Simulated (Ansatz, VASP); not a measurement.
# SnSe2: VASP beside Ansatz

```
Sn Se
1.0
     3.69730    0.00000    0.00000
    -1.84865    3.20195    0.00000
     0.00000    0.00000    5.44575
Sn Se
1 2
Direct
  0.00000 0.00000 0.00000
  0.33333 0.66667 0.26513
  0.66667 0.33333 0.73487
```

Alike in both runs: task single point; functional PBE; dispersion D3(BJ); k mesh 12 × 12 × 6; occupations gaussian, width 0.03 eV; no spin polarisation.

|  | VASP | Ansatz |
| --- | --- | --- |
| version | VASP 6.6.1 | Ansatz 0.2.0 |
| potentials or method | VASP PAW PBE potentials, release 64 (Sn_d, Se), cutoff 500 eV | scalar-relativistic, plane waves, PAW |
| valence electrons in the cell | 26 | 46 |

```tsv
	VASP	Ansatz	Ansatz less VASP
gap on the k mesh at the Fermi level (eV)	0.17	0.18	+0.013
least direct gap on the mesh (eV)	0.87	0.88	+0.015
pressure (GPa)	17.7	17.6	-0.18
traceless stress, the component that is largest in VASP (GPa)	2.35	2.35	+0.003
rms of the force components (eV/Å)	0.974	0.962	-0.0120
```

Atom by atom the forces differ by 0.012 eV/Å (rms over components). VASP's potentials hold 26 valence electrons a cell and Ansatz's 46, so a difference there can come from the potentials and not from the codes.
